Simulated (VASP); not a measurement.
## SiC: single point with PBEsol

SiC:

```
Si C
1.0
     0.00000    2.19648    2.19648
     2.19648    0.00000    2.19648
     2.19648    2.19648    0.00000
Si C
1 1
Direct
  0.00000 0.00000 0.00000
  0.75000 0.75000 0.75000
```

```json
{"Program": "VASP 6.6.1", "Task": "single point", "Functional": "PBEsol", "Potentials or basis": "VASP PAW PBE potentials, release 64 (Si, C)", "Cutoff": "600 eV", "k mesh": "10 × 10 × 10", "Occupations": "gaussian, width 0.05 eV", "Spin": "no spin polarisation"}
```

```json
{
 "Pressure": "-5.0 GPa",
 "Band gap on the k mesh": "1.26 eV (least direct gap 4.42 eV)"
}
```

Levels at points of the mesh, in eV from the valence-band top:
```tsv
k point	band 1	band 2	band 3	band 4	band 5	band 6	band 7	band 8
(0.00, 0.00, 0.00)	-15.24	0.00	0.00	0.00	5.91	7.08	7.08	7.08
(0.50, 0.00, 0.00)	-11.72	-8.47	-1.05	-1.05	5.16	7.04	7.04	9.78
(0.50, 0.50, 0.00)	-10.28	-7.76	-3.16	-3.16	1.26	4.12	13.68	13.68
```

Run time: 24 s on 1 thread of Intel Xeon 8259CL (shared host), peak memory 0.15 GiB.

Caveat: the cell stands under tension; the PAW data sets were made with another functional, which shifts forces and pressure a little. A k mesh can miss the band edges.
